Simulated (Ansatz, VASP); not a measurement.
## Two plane-wave programs on AgSn2SeI3

The input INCAR:

```
ALGO = Normal
EDIFF = 1E-6
EDIFFG = -0.08
ENCUT = 600
GGA = PE
IBRION = 2
ISIF = 3
ISMEAR = 0
LASPH = True
LCHARG = False
LREAL = False
LWAVE = False
NELM = 60
NSW = 36
PREC = Accurate
SIGMA = 0.15
```

The input KPOINTS:

```
k-points
0
Gamma
  2 2 2
```

File POSCAR:

```
AgSn2SeI3
1.0
    3.4079842600      1.9676006300      5.5414898400
   -3.4079842600      1.9676006300      5.5414898400
    0.0000000000     -3.9352012600      5.5414898400
Ag Sn Se I
1 2 1 3
Direct
    0.5000000000      0.5000000000      0.5000000000
    0.7817260000      0.7817260000      0.7817260000
    0.2182740000      0.2182740000      0.2182740000
    0.0000000000      0.0000000000      0.0000000000
    0.5000000000      0.5000000000      0.0000000000
    0.0000000000      0.5000000000      0.5000000000
    0.5000000000      0.0000000000      0.5000000000
```

Input for Ansatz:

```yaml
crystal:
  lattice:
    - [3.40798426, 1.96760063, 5.54148984]
    - [-3.40798426, 1.96760063, 5.54148984]
    - [0.0, -3.93520126, 5.54148984]
  atoms:
    - { symbol: Ag, position: [0.5, 0.5, 0.5] }
    - { symbol: Sn, position: [0.781726, 0.781726, 0.781726] }
    - { symbol: Sn, position: [0.218274, 0.218274, 0.218274] }
    - { symbol: Se, position: [0.0, 0.0, 0.0] }
    - { symbol: I, position: [0.5, 0.5, 0.0] }
    - { symbol: I, position: [0.0, 0.5, 0.5] }
    - { symbol: I, position: [0.5, 0.0, 0.5] }
basis:
  ecutwfc: 420
kpoints:
  mp_grid: { grid: [2, 2, 2] }
hamiltonian:
  xc: pbe
scf:
  occupations: { method: gaussian, width: 0.15 }
  lower_state_search: "off"
output:
  forces: true
  stress: true
  eigenvalues: true
relax:
  adjacent_minimum: "off"
  f_tol: 0.08
  max_steps: 16
  cell: { stress_tol: 0.8 }
```

Change from the starting cell: species swapped into the InRh3PbS2 type (R-3m, No. 166).

Alike in both runs: task relaxation of cell and atoms; functional PBE; k mesh 2 × 2 × 2; occupations gaussian, width 0.15 eV; no spin polarisation.

|  | VASP | Ansatz |
| --- | --- | --- |
| version | VASP 6.6.1 | Ansatz 0.2.0 |
| potentials or method | VASP PAW PBE potentials, release 64 (Ag, Sn_d, Se, I), cutoff 600 eV | scalar-relativistic, plane waves, PAW |
| valence electrons in the cell | 66 | 114 |

|  | VASP | Ansatz | Ansatz less VASP |
| --- | --- | --- | --- |
| gap on the k mesh at the Fermi level, each at its own relaxed structure (eV) | none | none | - |
| relaxed volume (Å³/atom) | 43.12 | 42.67 | -0.442 |
| relaxed cell length with the largest relative difference (Å) | 6.712 | 6.691 | -0.0207 |

A gap of «none» marks a metal or a gap that the smearing closes. VASP's potentials hold 66 valence electrons a cell and Ansatz's 114, so a difference there can come from the potentials and not from the codes.

The k mesh is coarse, so the values compare programs but aren't converged. Spin-orbit coupling is off throughout. Noted on VASP's run: the volume moved by over 15 % at a fixed basis, so the end points are rough.
